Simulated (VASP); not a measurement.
Set up this calculation in VASP 6.6.1, as the native input.

- Task: single point
- Functional: PBE
- Potentials or basis: VASP PAW PBE potentials, release 64 (Sc_sv)
- Cutoff: 520 eV
- k mesh: 9 × 9 × 5
- Occupations: fermi-dirac, width 0.05 eV
- Spin: no spin polarisation
- Dipole correction: no
- Further INCAR settings: ALGO = Normal; EDIFF = 1e-07; NBANDS = 18

The structure of Sc lies in POSCAR:

```
Sc
1.0
    2.9721383795      0.0000000000      0.0000000000
   -1.4860691898      2.5739473402      0.0000000000
    0.0000000000      0.0000000000      4.6259268908
Sc
2
Direct
    0.6666666667      0.3333333333      0.7500000000
    0.3333333333      0.6666666667      0.2500000000
```

One way to write it, as run:

INCAR

```
PREC = Accurate ; ENCUT = 520
EDIFF = 1E-7 ; ISMEAR = -1
SIGMA = 0.05 ; LREAL = F
LASPH = T ; NELM = 80
ALGO = Normal ; ISIF = 2
LWAVE = F ; LCHARG = F
GGA = PE ; NBANDS = 18
```

KPOINTS

```
regular mesh
0
Gamma
  9 9 5
```

Potentials or basis: VASP PAW PBE potentials, release 64 (Sc_sv).

Launch:

```bash
$ cat potpaw_PBE.64/Sc_sv/POTCAR > POTCAR
$ mpirun -np 1 vasp_std > vasp.out
```

It gave:

```
Pressure               : 30.1 GPa
Band gap on the k mesh : zero (bands 11 and 12 overlap by 2.42 eV)
```

Caveat: the cell stands under pressure.

Run time: 22 s on 1 thread of Intel Xeon 8259CL, with other jobs on the host, peak memory 0.16 GiB.
